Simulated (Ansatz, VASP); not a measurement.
HfGeTe: VASP beside Ansatz

```
CELL_PARAMETERS angstrom
3.81770 0.00000 0.00000
0.00000 3.81770 0.00000
0.00000 0.00000 8.38512
ATOMIC_POSITIONS crystal
Hf 0.00000 0.50000 0.24100
Hf 0.50000 0.00000 0.75900
Ge 0.00000 0.00000 0.00000
Ge 0.50000 0.50000 0.00000
Te 0.00000 0.50000 0.62000
Te 0.50000 0.00000 0.38000
```

Alike in both runs: task single point; functional LDA; k mesh 6 × 6 × 3; occupations fermi-dirac, width 0.05 eV; no spin polarisation.

```csv
,VASP,Ansatz
version,VASP 6.6.1,Ansatz 0.2.0
potentials or method,"VASP PAW LDA potentials, release 64 (Hf_pv, Ge_d, Te), cutoff 520 eV","plane waves, PAW"
valence electrons in the cell,60,112
```

Ansatz gave:

| Quantity | Value |
| --- | --- |
| pressure (GPa) | -0.4 |
| traceless stress, the component that is largest in VASP (GPa) | 0.79 |

Question: Which values does VASP return?

Answer: Pressure (GPa): -0.3; traceless stress, the component that is largest in VASP (GPa): 0.73.

LDA's correlation is that of Perdew and Zunger in VASP and of Perdew and Wang (1992) in Ansatz. VASP's potentials hold 60 valence electrons a cell and Ansatz's 112, so a difference there can come from the potentials and not from the codes.

Spin-orbit coupling is off throughout.
